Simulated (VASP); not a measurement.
Write the native input for VASP 6.6.1 that does the following.

- Task: single point
- Functional: PBE
- Potentials or basis: VASP PAW PBE potentials, release 64 (Li_sv)
- Cutoff: 520 eV
- k mesh: 15 × 15 × 15
- Occupations: fermi-dirac, width 0.08 eV
- Spin: no spin polarisation
- Dipole correction: no
- Further INCAR settings: ALGO = Normal; EDIFF = 1e-06; NBANDS = 8

The structure of Li lies in POSCAR:

```
Li
1.0
   -1.7325000000      1.7325000000      1.7500000000
    1.7325000000     -1.7325000000      1.7500000000
    1.7325000000      1.7325000000     -1.7500000000
Li
1
Direct
    0.0000000000      0.0000000000      0.0000000000
```

This cell differs from its parent crystal: equal xx and yy strain of -1 %.

One way to write it, as run:

INCAR

```
SYSTEM = Li
ALGO = Normal ; EDIFF = 1E-6
ENCUT = 520 ; GGA = PE
ISIF = 2 ; ISMEAR = -1
LASPH = .TRUE. ; LCHARG = .TRUE.
LELF = .TRUE. ; LREAL = .FALSE.
LVHAR = .TRUE. ; LWAVE = .FALSE.
NBANDS = 8 ; NELM = 80
PREC = Accurate ; SIGMA = 0.08
```

KPOINTS

```
k-points
0
G
  15 15 15
  0 0 0
```

Potentials or basis: VASP PAW PBE potentials, release 64 (Li_sv).

Launch:

```bash
$ cat potpaw_PBE.64/Li_sv/POTCAR > POTCAR
$ mpirun -np 1 vasp_std > vasp.out
```

Run time: 9.3 s on 1 thread of Intel(R) Xeon(R) 6975P-C (Granite Rapids) (shared host), peak memory 0.15 GiB.
